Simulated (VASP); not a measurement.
Set up this calculation in VASP 6.6.1, as the native input.

```
Task                   : single point
Functional             : PBEsol
Potentials or basis    : VASP PAW PBE potentials, release 64 (Cd)
Cutoff                 : 520 eV
k mesh                 : 24 × 24 × 24
Occupations            : gaussian, width 0.1 eV
Spin                   : no spin polarisation
Dipole correction      : no
Further INCAR settings : ALGO = Normal; EDIFF = 1e-06; NBANDS = 12
```

The structure of Cd lies in POSCAR:

```
Cd
1.0
   -1.5459176854      1.5459176854      2.1907404227
    1.5459176854     -1.5459176854      2.1907404227
    1.5459176854      1.5459176854     -2.1907404227
Cd
1
Direct
    0.0000000000      0.0000000000      0.0000000000
```

These files were run (other wordings do the same):

INCAR

```
  PREC = Accurate
  ENCUT = 520
  EDIFF = 1E-6
  ISMEAR = 0
  SIGMA = 0.1
  LREAL = F
  LASPH = T
  NELM = 100
  ALGO = Normal
  ISIF = 2
  LWAVE = F
  LCHARG = F
  GGA = PS
  NBANDS = 12
```

KPOINTS

```
Automatic mesh
0
Gamma
  24 24 24
```

Potentials or basis: VASP PAW PBE potentials, release 64 (Cd).

Launch:

```console
$ cat potpaw_PBE.64/Cd/POTCAR > POTCAR
$ mpirun -np 1 vasp_std > vasp.out
```

It gave:

```json
{
  "Pressure": "0.4 GPa",
  "Band gap on the k mesh": "zero (band 6 reaches 5.04 eV, above the bottom of band 7 at 1.69 eV)"
}
```

Caveat: the PAW data sets were made with another functional, which shifts forces and pressure a little.

Run time: 55 s on 1 thread of Intel(R) Xeon(R) 6975P-C (Granite Rapids), on a shared host, peak memory 0.36 GiB.
